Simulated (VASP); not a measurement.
# PbS (P1) in VASP: single point with PBE

Aim: the single point of PbS with PBE.

Everything below comes from runs of VASP 6.6.1. Logs are shortened: lines on timing, memory, paths and dates and some standing lists are left out, and cuts for length are marked.

## 1. The cell of the first run

The typed cell holds 2 atoms: a = 4.241 Å, b = 4.233 Å, c = 4.215 Å, α = 59.99°, β = 59.55°, γ = 59.61°.

## 2. Single point, PBE (atoms moved at random and the cell strained at random)

INCAR reads:

```
PREC = Accurate
ENCUT = 520
EDIFF = 1E-6
ISMEAR = 0
SIGMA = 0.05
LREAL = False
LASPH = True
NELM = 60
ALGO = Normal
ISIF = 2
LWAVE = False
LCHARG = True
GGA = PE
LELF = True
LVHAR = True
NBANDS = 17
```

KPOINTS reads:

```
Automatic mesh
0
Gamma
  10 10 10
```

POSCAR reads:

```
PbS
1.0
    0.0128083776      2.9969965802      3.0010690896
    2.9801116898      0.0071172060      3.0067602611
    2.9688834601      2.9914595221      0.0183454357
Pb S
1 1
Direct
    0.5037303816      0.5089198493      0.5079260499
   -0.0037303816     -0.0089198493     -0.0079260499
```

Potentials or basis: VASP PAW PBE potentials, release 64 (Pb_d, S).

Launch:

```sh
> cat potpaw_PBE.64/Pb_d/POTCAR potpaw_PBE.64/S/POTCAR > POTCAR
> mpirun -np 1 vasp_std > vasp.out
```

OUTCAR:

```text
PREC = Accurate
   ENCUT = 520
   EDIFF = 1E-6
   ISMEAR = 0
   LREAL = False
   LASPH = True
   NELM = 60
   ISIF = 2
   GGA = PE

 ion  position               nearest neighbor table
   1  0.504  0.509  0.508-   2 2.87   2 2.92   2 2.92   2 3.06   2 3.07   2 3.07
   2  0.996  0.991  0.992-   1 2.87   1 2.92   1 2.92   1 3.06   1 3.07   1 3.07

  LATTYP: Found a triclinic cell.
 ALAT       =     4.1994107858
 B/A-ratio  =     1.0099734090
 C/A-ratio  =     1.0057108485
 COS(alpha) =     0.0013688350
 COS(beta)  =     0.4997755154
 COS(gamma) =     0.5013826069

  Lattice vectors:

 A1 = (   2.9560750825,  -0.0055370581,  -2.9827236539)
 A2 = (  -0.0128083776,  -2.9969965802,  -3.0010690896)
 A3 = (  -0.0112282297,   2.9843423161,  -2.9884148254)

Analysis of symmetry for initial positions (statically):
=====================================================================
 Subroutine PRICEL returns:
 Original cell was already a primitive cell.

 Routine SETGRP: Setting up the symmetry group for a
 triclinic supercell.

 Subroutine GETGRP returns: Found  1 space group operations
 (whereof  1 operations were pure point group operations)
 out of a pool of  2 trial point group operations.

The static configuration has the point symmetry C_1 .

Analysis of symmetry for dynamics (positions and initial velocities):
=====================================================================
 Subroutine PRICEL returns:
 Original cell was already a primitive cell.

 Routine SETGRP: Setting up the symmetry group for a
 triclinic supercell.

 Subroutine GETGRP returns: Found  1 space group operations
 (whereof  1 operations were pure point group operations)
 out of a pool of  2 trial point group operations.

The dynamic configuration has the point symmetry C_1 .

 Subroutine INISYM returns: Found  1 space group operations
 (whereof  1 operations are pure point group operations),
 and found     1 'primitive' translations

----------------------------------------------------------------------------------------

                                     Primitive cell

  volume of cell :      53.1651

  direct lattice vectors                    reciprocal lattice vectors
     0.012808378  2.996996580  3.001069090    -0.169180100  0.166877428  0.167285666
     2.980111690  0.007117206  3.006760261     0.167828168 -0.167583532  0.166639838
     2.968883460  2.991459522  0.018345436     0.169093952  0.167497384 -0.167991769

  length of vectors
     4.241293227  4.233405675  4.214669101     0.290610523  0.289860949  0.291323485

  position of ions in fractional coordinates (direct lattice)
     0.503730382  0.508919849  0.507926050
     0.996269618  0.991080151  0.992073950

  ion indices of the primitive-cell ions
   primitive index   ion index
                 1           1
                 2           2

----------------------------------------------------------------------------------------

 KPOINTS: Automatic mesh

Automatic generation of k-mesh.
 Grid dimensions read from file:
 generate k-points for:   10   10   10

 Generating k-lattice:

  Cartesian coordinates                     Fractional coordinates (reciprocal lattice)
    -0.016918010  0.016687743  0.016728567     0.100000000  0.000000000  0.000000000
     0.016782817 -0.016758353  0.016663984     0.000000000  0.100000000  0.000000000
     0.016909395  0.016749738 -0.016799177    -0.000000000  0.000000000  0.100000000

  Length of vectors
     0.029061052  0.028986095  0.029132349

  Shift w.r.t. Gamma in fractional coordinates (k-lattice)
     0.000000000  0.000000000  0.000000000

 Subroutine IBZKPT returns following result:
 ===========================================

 Found    504 irreducible k-points:

 Following reciprocal coordinates:
            Coordinates               Weight
  0.000000  0.000000  0.000000      1.000000
  0.100000  0.000000 -0.000000      2.000000
  0.200000  0.000000 -0.000000      2.000000
  0.300000 -0.000000 -0.000000      2.000000
  0.400000  0.000000 -0.000000      2.000000
  0.500000  0.000000 -0.000000      1.000000
[... 16 lines left out ...]
 -0.400000  0.200000  0.000000      2.000000
 -0.300000  0.200000 -0.000000      2.000000
 [... further k-points ...]
   k-points           NKPTS =    504   k-points in BZ     NKDIM =    504   number of bands    NBANDS=     17
   number of dos      NEDOS =    301   number of ions     NIONS =      2
   total plane-waves  NPLWV =  32768
   dimension x,y,z NGX =    32 NGY =   32 NGZ =   32
   dimension x,y,z NGXF=    64 NGYF=   64 NGZF=   64
   ions per type =               1   1
   NGX,Y,Z   is equivalent  to a cutoff of  12.54, 12.57, 12.62 a.u.
   NGXF,Y,Z  is equivalent  to a cutoff of  25.09, 25.13, 25.24 a.u.
 SYSTEM =  unknown system
   PREC   = accura    normal or accurate (medium, high low for compatibility)
   ISTART =      0    job   : 0-new  1-cont  2-samecut
   ICHARG =      2    charge: 1-file 2-atom 10-const
   ISPIN  =      1    spin polarized calculation?
   LNONCOLLINEAR =      F non collinear calculations
   LSORBIT =      F    spin-orbit coupling
   LASPH  =      T    aspherical Exc in radial PAW
   ENCUT  =  520.0 eV  38.22 Ry    6.18 a.u.   7.89  7.87  7.84*2*pi/ulx,y,z
   NELM   =     60;   NELMIN=  2; NELMDL= -5     # of ELM steps
   EDIFF  = 0.1E-05   stopping-criterion for ELM
   LREAL  =      F    real-space projection
   EDIFFG = 0.1E-04   stopping-criterion for IOM
   NSW    =      0    number of steps for IOM
   IBRION =     -1    ionic relax: 0-MD 1-quasi-New 2-CG
   NFREE  =      0    steps in history (QN), initial steepest desc. (CG)
   ISIF   =      2    stress and relaxation
   ISYM   =      2    0-nonsym 1-usesym 2-fastsym
   POTIM  = 0.5000    time-step for ionic-motion
   TEBEG  =    0.0;   TEEND  =   0.0 temperature during run
   PSTRESS=    0.0 pullay stress
   NELECT =      20.0000    total number of electrons
   NUPDOWN=      -1.0000    fix difference up-down
   EMIN   =  10.00;   EMAX   =-10.00  energy-range for DOS
   EFERMI =   0.00;   METHOD = LEGACY
   ISMEAR =     0;   SIGMA  =   0.05  broadening in eV -4-tet -1-fermi 0-gaus
   EFERMI_NEDOS =   21; number of points for ismear=-14 and -15
   IALGO  =     38    algorithm
   IMIX   =      4    mixing-type and parameters
     AMIX     =   0.40;   BMIX     =  1.00
     AMIX_MAG =   1.60;   BMIX_MAG =  1.00
  volume/ion in A,a.u.               =      26.58       179.39
  Fermi-wavevector in a.u.,A,eV,Ry     =   1.181797  2.233272 19.002482  1.396643
  Thomas-Fermi vector in A             =   2.318063
   LORBIT       =      0    0 simple, 1 ext, 2 COOP (PROOUT), +10 PAW based schemes
   GGA     = PE    functional components
   LHFCALC =     F    Hartree Fock is set to
   AEXX    =    0.0000 exact exchange contribution
   IVDW    =     0    specifies the selected vdW correction
   LEPSILON=     F    determine dielectric tensor
   LRPA    =     F    only Hartree local field effects (RPA)
 non-spin polarized calculation
 Gauss-broadening in eV      SIGMA  =   0.05
  energy-cutoff  :      520.00
  volume of cell :       53.17
 maximum number of plane-waves:      1445
   NGX = 15   NGY = 15   NGZ = 15

 number of electron      19.9999999 magnetization

 Free energy of the ion-electron system (eV)
  ---------------------------------------------------
  ext. energy  EPLUGINS =         0.00000000
  ---------------------------------------------------
  free energy    TOTEN  =        -8.75975589 eV

  energy without entropy =       -8.75975589  energy(sigma->0) =       -8.75975589

 E-fermi :   5.7369     XC(G=0):  -9.5890

 val. band max:        5.5355350977   @ k =   0.5000   0.0000  -0.0000
 cond. band min:       6.0203333323   @ k =   0.5000   0.0000  -0.0000
 fundamental gap:      0.4847982345
 Fermi energy:         5.7368569061

 k-point     1 :       0.0000    0.0000    0.0000
  band No.  band energies     occupation
      1     -11.2096      2.00000
      2     -11.2059      2.00000
      3     -11.2051      2.00000
      4     -11.1952      2.00000
      5     -11.1892      2.00000
      6      -7.8780      2.00000
[... 9 lines left out ...]
     16      12.5125      0.00000
     17      14.2932      0.00000

 k-point     2 :       0.1000    0.0000   -0.0000
  band No.  band energies     occupation
      1     -11.2080      2.00000
      2     -11.2049      2.00000
      3     -11.2027      2.00000
      4     -11.1957      2.00000
      5     -11.1906      2.00000
      6      -7.7939      2.00000
[... 9 lines left out ...]
     16      12.7082      0.00000
     17      15.1417      0.00000

 k-point     3 :       0.2000    0.0000   -0.0000
  band No.  band energies     occupation
      1     -11.2092      2.00000
      2     -11.2067      2.00000
      3     -11.2029      2.00000
      4     -11.1882      2.00000
      5     -11.1871      2.00000
      6      -7.5531      2.00000
[... 9 lines left out ...]
     16      13.2023      0.00000
     17      16.5749      0.00000

 k-point     4 :       0.3000   -0.0000   -0.0000
  band No.  band energies     occupation
      1     -11.2167      2.00000
      2     -11.2141      2.00000
      3     -11.2030      2.00000
      4     -11.1771      2.00000
      5     -11.1739      2.00000
      6      -7.1986      2.00000
[... 9 lines left out ...]
     16      14.0403      0.00000
     17      17.8463      0.00000
[... 343 lines left out ...]
      1     -11.2597      2.00000
      2     -11.2053      2.00000
      3     -11.1975      2.00000
      4     -11.1743      2.00000
      5     -11.1592      2.00000
      6      -6.5548      2.00000
[... 9 lines left out ...]
     16      16.1465      0.00000
     17      16.6164      0.00000

 k-point    23 :      -0.4000    0.2000    0.0000
  band No.  band energies     occupation
      1     -11.2525      2.00000
      2     -11.2081      2.00000
      3     -11.1930      2.00000
      4     -11.1746      2.00000
      5     -11.1644      2.00000
      6      -6.5058      2.00000
[... 9 lines left out ...]
     16      15.1101      0.00000
     17      17.2624      0.00000

 k-point    24 :      -0.3000    0.2000   -0.0000
  band No.  band energies     occupation
      1     -11.2388      2.00000
      2     -11.2089      2.00000
      3     -11.1951      2.00000
      4     -11.1763      2.00000
      5     -11.1715      2.00000
      6      -6.7294      2.00000
[... 9 lines left out ...]
     16      15.5208      0.00000
     17      16.5949      0.00000

 [... further k-points ...]

------------------------ aborting loop because EDIFF is reached ----------------------------------------

  FORCE on cell =-STRESS in cart. coord.  units (eV):
  Direction    XX          YY          ZZ          XY          YZ          ZX
  --------------------------------------------------------------------------------------
  -------------------------------------------------------------------------------------
  Total        0.7105845      0.3372218      0.2966828      0.0212117     -0.0073090     -0.0237922
  in kB       21.4141072     10.1624836      8.9408047      0.6392332     -0.2202646     -0.7169990
  external PRESSURE =      13.5057985 kB  Pullay stress =       0.0000000 kB

 VOLUME and BASIS-vectors are now :
 -----------------------------------------------------------------------------
  energy-cutoff  :      520.00
  volume of cell :       53.17
      direct lattice vectors                 reciprocal lattice vectors
     0.012808378  2.996996580  3.001069090    -0.169180100  0.166877428  0.167285666
     2.980111690  0.007117206  3.006760261     0.167828168 -0.167583532  0.166639838
     2.968883460  2.991459522  0.018345436     0.169093952  0.167497384 -0.167991769

 POSITION                                       TOTAL-FORCE (eV/Angst)
 -----------------------------------------------------------------------------------
      3.03106      3.03274      3.05125        -0.071132     -0.033931     -0.031845
      5.91164      5.96062      5.98801         0.071132      0.033931      0.031845
 -----------------------------------------------------------------------------------
    total drift:                                0.000003     -0.000253     -0.000174

  FREE ENERGIE OF THE ION-ELECTRON SYSTEM (eV)
  ---------------------------------------------------
  free  energy   TOTEN  =        -8.7597558930 eV

  energy  without entropy=       -8.7597558930  energy(sigma->0) =       -8.75975589
```

Run time: 2 min. Hardware: 1 thread of Intel Xeon 6975P-C (Granite Rapids), shared host; peak memory 0.51 GiB.

Results:

```
Free energy            : -8.7598 eV
Pressure               : 1.4 GPa
Largest force          : 0.085 eV/Å
Band gap on the k mesh : 0.48 eV
```

Forces in eV/Å, atoms in the order of the input:
```
Pb  -0.071 -0.034 -0.032
S    0.071  0.034  0.032
```

Levels at points of the mesh, in eV from the valence-band top:
```csv
k point,band 6,band 7,band 8,band 9,band 10,band 11,band 12,band 13,band 14,band 15
"(0.00, 0.00, 0.00)",-13.41,-6.01,-2.10,-2.02,-2.01,4.97,5.07,5.27,6.88,6.91
"(0.50, 0.00, 0.00)",-12.20,-8.70,-1.73,-1.71,0.00,0.48,2.09,2.13,8.64,10.14
"(0.00, 0.50, 0.00)",-12.21,-8.70,-1.72,-1.70,-0.01,0.53,2.07,2.18,8.63,10.17
"(0.50, 0.50, 0.00)",-11.83,-7.15,-4.95,-3.31,-3.22,3.85,5.52,5.68,5.86,11.16
"(0.00, 0.00, 0.50)",-12.20,-8.68,-1.73,-1.73,-0.04,0.49,2.04,2.13,8.64,10.18
"(0.50, 0.00, 0.50)",-11.83,-7.15,-4.96,-3.31,-3.22,3.84,5.53,5.66,5.87,11.16
"(0.00, 0.50, 0.50)",-11.78,-7.22,-4.94,-3.29,-3.28,3.86,5.60,5.67,5.75,11.16
"(0.50, 0.50, 0.50)",-12.25,-8.66,-1.69,-1.68,-0.15,0.66,2.06,2.14,8.60,10.15
```

Caveat: the cell differs from its parent crystal (atoms moved at random and the cell strained at random); spin-orbit coupling is left out, which moves the levels of the heavy elements.
